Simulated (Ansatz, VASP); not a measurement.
**RbBr: VASP beside Ansatz**

```
Rb Br
1.0
     0.00000    3.42750    3.42750
     3.42750    0.00000    3.42750
     3.42750    3.42750    0.00000
Rb Br
1 1
Direct
  0.00000 0.00000 0.00000
  0.41247 0.41247 0.46374
```

Alike in both runs: task single point; functional PBE; k mesh 6 × 6 × 6; occupations gaussian, width 0.05 eV; no spin polarisation.

|  | VASP | Ansatz |
| --- | --- | --- |
| version | VASP 6.6.1 | Ansatz 0.2.0 |
| potentials or method | VASP PAW PBE potentials, release 64 (Rb_sv, Br), cutoff 520 eV | scalar-relativistic, plane waves, PAW |
| valence electrons in the cell | 16 | 16 |

```csv
,VASP,Ansatz,Ansatz less VASP
gap on the k mesh at the Fermi level (eV),4.43,4.43,+0.002
least direct gap on the mesh (eV),4.46,4.46,+0.003
pressure (GPa),4.4,4.3,-0.06
"traceless stress, the component that is largest in VASP (GPa)",2.57,2.53,-0.031
rms of the force components (eV/Å),0.696,0.688,-0.0078
```

Atom by atom the forces differ by 0.008 eV/Å (rms over components).
